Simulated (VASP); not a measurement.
# HfO2 (R3m) in VASP: notebook, part 2 of 2

VASP 6.6.1. The steps go on from the part before.

### Step 3. Single point, PBE (atoms displaced along a vibrational mode)

Contents of INCAR:

```
SYSTEM = HfO2
PREC     = Accurate       ! precision mode
ENCUT    = 520            ! plane-wave cutoff, eV
EDIFF    = 1E-6           ! SCF threshold, eV
ISMEAR   = 0              ! smearing method
SIGMA    = 0.05           ! smearing width, eV
LREAL    = .FALSE.        ! projectors in reciprocal space
LASPH    = .TRUE.         ! aspherical terms in the spheres
NELM     = 60             ! most SCF steps
ALGO     = Normal         ! electronic algorithm
ISIF     = 2              ! what is computed and relaxed
LWAVE    = .FALSE.        ! write WAVECAR
LCHARG   = .TRUE.         ! write CHGCAR
GGA      = PE             ! functional
LELF     = .TRUE.         ! ELF
LVHAR    = .TRUE.       
NBANDS   = 18             ! bands
```

Contents of KPOINTS:

```
regular mesh
0
G
  8 8 8
  0 0 0
```

Contents of POSCAR:

```
HfO2
1.0
    0.0000000000      2.5575000000      2.5575000000
    2.5575000000      0.0000000000      2.5575000000
    2.5575000000      2.5575000000      0.0000000000
Hf O
1 2
Direct
   -0.0010117601     -0.0010117601     -0.0010117601
    0.2556436976      0.2556436976      0.2556436976
    0.7556436976      0.7556436976      0.7556436976
```

Potentials or basis: VASP PAW PBE potentials, release 64 (Hf_pv, O).

Started as:

```sh
cat potpaw_PBE.64/Hf_pv/POTCAR potpaw_PBE.64/O/POTCAR > POTCAR
mpirun -np 1 vasp_std > vasp.out
```

OUTCAR:

```text
SYSTEM = HfO2
   PREC = Accurate
   ENCUT = 520
   EDIFF = 1E-6
   ISMEAR = 0
   LREAL = .FALSE.
   LASPH = .TRUE.
   NELM = 60
   ISIF = 2
   GGA = PE

 ion  position               nearest neighbor table
   1  0.999  0.999  0.999-   3 2.16   2 2.20   2 2.20   2 2.20   3 2.24   3 2.24   3 2.24   2 2.27

   2  0.256  0.256  0.256-   1 2.20   1 2.20   1 2.20   1 2.27
   3  0.756  0.756  0.756-   1 2.16   1 2.24   1 2.24   1 2.24

  LATTYP: Found a face centered cubic cell.
 ALAT       =     5.1150000000

  Lattice vectors:

 A1 = (   0.0000000000,   2.5575000000,   2.5575000000)
 A2 = (   2.5575000000,   0.0000000000,   2.5575000000)
 A3 = (   2.5575000000,   2.5575000000,   0.0000000000)

Analysis of symmetry for initial positions (statically):
=====================================================================
 Subroutine PRICEL returns:
 Original cell was already a primitive cell.

 Routine SETGRP: Setting up the symmetry group for a
 face centered cubic supercell.

 Subroutine GETGRP returns: Found  6 space group operations
 (whereof  6 operations were pure point group operations)
 out of a pool of 48 trial point group operations.

[... 165 lines left out ...]

 val. band max:        4.0560612155   @ k =   0.5000   0.5000   0.0000
 cond. band min:       7.7946566571   @ k =   0.5000   0.5000   0.0000
 fundamental gap:      3.7385954417
 Fermi energy:         4.2760632494

 k-point     1 :       0.0000    0.0000    0.0000
  band No.  band energies     occupation
      1     -25.7526      2.00000
      2     -25.7493      2.00000
      3     -25.7493      2.00000
      4     -14.5156      2.00000
      5     -11.6264      2.00000
      6      -1.1284      2.00000
[... 481 lines left out ...]
      5     -12.2814      2.00000
      6      -0.6853      2.00000
[... 10 lines left out ...]
     17      13.7244      0.00000
     18      16.4774      0.00000

 [... further k-points ...]

------------------------ aborting loop because EDIFF is reached ----------------------------------------

  FORCE on cell =-STRESS in cart. coord.  units (eV):
  Direction    XX          YY          ZZ          XY          YZ          ZX
  --------------------------------------------------------------------------------------
  -------------------------------------------------------------------------------------
  Total       -1.1776323     -1.1776323     -1.1776323      0.0405580      0.0405580      0.0405580
  in kB      -56.3953612    -56.3953612    -56.3953612      1.9422716      1.9422716      1.9422716
  external PRESSURE =     -56.3953612 kB  Pullay stress =       0.0000000 kB

 VOLUME and BASIS-vectors are now :
 -----------------------------------------------------------------------------
  energy-cutoff  :      520.00
  volume of cell :       33.46
      direct lattice vectors                 reciprocal lattice vectors
     0.000000000  2.557500000  2.557500000    -0.195503421  0.195503421  0.195503421
     2.557500000  0.000000000  2.557500000     0.195503421 -0.195503421  0.195503421
     2.557500000  2.557500000  0.000000000     0.195503421  0.195503421 -0.195503421

 POSITION                                       TOTAL-FORCE (eV/Angst)
 -----------------------------------------------------------------------------------
      5.10982      5.10982      5.10982         0.138416      0.138416      0.138416
      1.30762      1.30762      1.30762        -0.046092     -0.046092     -0.046092
      3.86512      3.86512      3.86512        -0.092324     -0.092324     -0.092324
 -----------------------------------------------------------------------------------
    total drift:                               -0.000013     -0.000013     -0.000013

  FREE ENERGIE OF THE ION-ELECTRON SYSTEM (eV)
  ---------------------------------------------------
  free  energy   TOTEN  =       -30.2266697152 eV

  energy  without entropy=      -30.2266697152  energy(sigma->0) =      -30.22666972
```

OSZICAR:

```text
N       E                     dE             d eps       ncg     rms          rms(c)
DAV:   1     0.922726251928E+02    0.92273E+02   -0.12573E+04  2340   0.120E+03
DAV:   2    -0.319851057335E+02   -0.12426E+03   -0.12058E+03  3080   0.286E+02
DAV:   3    -0.360293617361E+02   -0.40443E+01   -0.40304E+01  2684   0.459E+01
DAV:   4    -0.360523168910E+02   -0.22955E-01   -0.22951E-01  2904   0.392E+00
DAV:   5    -0.360524579266E+02   -0.14104E-03   -0.14103E-03  2600   0.283E-01    0.455E+01
DAV:   6    -0.303740292352E+02    0.56784E+01   -0.20678E+01  2378   0.322E+01    0.400E+01
DAV:   7    -0.302686877992E+02    0.10534E+00   -0.68900E-01  2660   0.679E+00    0.285E+01
DAV:   8    -0.302523657918E+02    0.16322E-01   -0.33831E-01  2520   0.525E+00    0.100E+01
DAV:   9    -0.302262956557E+02    0.26070E-01   -0.74491E-02  2442   0.233E+00    0.269E+00
DAV:  10    -0.302266260694E+02   -0.33041E-03   -0.35965E-03  2614   0.452E-01    0.126E-01
DAV:  11    -0.302266535485E+02   -0.27479E-04   -0.19158E-04  2662   0.114E-01    0.220E-01
DAV:  12    -0.302266687764E+02   -0.15228E-04   -0.43031E-05  2564   0.438E-02    0.142E-02
DAV:  13    -0.302266697152E+02   -0.93881E-06   -0.15036E-06  2534   0.917E-03
   1 F= -.30226670E+02 E0= -.30226670E+02  d E =-.645877E-12
```

Run time: 29 s. Hardware: 1 thread of Intel Xeon Platinum 8375C at 2.90GHz (Ice Lake), shared host; peak memory 0.18 GiB.

Results:

```yaml
Free_energy: -30.2267 eV
Pressure: -5.6 GPa
Largest_force: 0.240 eV/Å
Band_gap_on_the_k_mesh: 3.74 eV
```

Forces on the atoms (eV/Å):
```
Hf   0.138  0.138  0.138
O   -0.046 -0.046 -0.046
O   -0.092 -0.092 -0.092
```

Caveat: the cell differs from its parent crystal (atoms displaced along a vibrational mode); the cell stands under tension; spin-orbit coupling is left out, which moves the levels of the heavy elements. A k mesh can miss the band edges.
